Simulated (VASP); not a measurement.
A run of VASP 6.6.1 is set up as follows.

File INCAR:

```
PREC = Accurate
ENCUT = 600
EDIFF = 1E-6
ISMEAR = 0
SIGMA = 0.1
LREAL = F
LASPH = T
NELM = 80
ALGO = Normal
ISIF = 3
LWAVE = F
LCHARG = F
GGA = PE
IBRION = 2
NSW = 90
EDIFFG = -0.04
```

KPOINTS

```
regular mesh
0
Gamma
  6 6 6
```

POSCAR

```
P
1.0
    1.4759891400     -2.6300385300      0.0000000000
    1.4759891400      2.6300385300      0.0000000000
    0.0000000000      0.0000000000      2.6271564500
P
1
Direct
    0.0000000000      0.0000000000      0.0000000000
```

Potentials or basis: VASP PAW PBE potentials, release 64 (P).

Run with:

```sh
$ cat potpaw_PBE.64/P/POTCAR > POTCAR
$ mpirun -np 1 vasp_std > vasp.out
```

Q: What does it give for the relaxed cell?

A: a = 2.594 Å, b = 2.594 Å, c = 2.493 Å, α = 90.00°, β = 90.00°, γ = 119.95°.

Q: Predict the space group after relaxing (to 0.1 Å).

A: P6/mmm (No. 191).

Q: Predict the relaxed volume.

A: 14.54 Å³/atom.

Q: What does it give for the band gap on the k mesh?

A: Zero (an odd number of electrons rules out a gap without spin polarisation).

Stress tensor (GPa, compression positive):
```
 0.02  0.00  0.00
 0.00  0.24  0.00
 0.00  0.00 -0.05
```

Caveat: the k points lie up to 0.47 Å⁻¹ apart in the final cell, too coarse for converged energies and pressures of a metal; the volume moved by over 15 % at a fixed basis, so the end points are rough.
